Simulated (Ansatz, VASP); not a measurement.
**W: VASP beside Ansatz**

```
W
1.0
    -1.56769    1.56769    1.56769
     1.56769   -1.56769    1.56769
     1.56769    1.56769   -1.56769
W
1
Direct
  0.00000 0.00000 0.00000
```

Alike in both runs: task single point; functional LDA; k mesh 14 × 14 × 14; occupations fermi-dirac, width 0.03 eV; no spin polarisation.

|  | VASP | Ansatz |
| --- | --- | --- |
| version | VASP 6.6.1 | Ansatz 0.2.0 |
| potentials or method | VASP PAW LDA potentials, release 64 (W_sv), cutoff 520 eV | plane waves (420 eV) with PAW, scalar-relativistic |
| valence electrons in the cell | 14 | 14 |

Ansatz gave:

- pressure (GPa): 0.0

Task: Which values does VASP return?

Result: Pressure (GPa): 1.8.

Ansatz warns that its potentials were made for another functional, while VASP's fit it. LDA's correlation is that of Perdew and Zunger in VASP and of Perdew and Wang (1992) in Ansatz.

Spin-orbit coupling is off throughout.
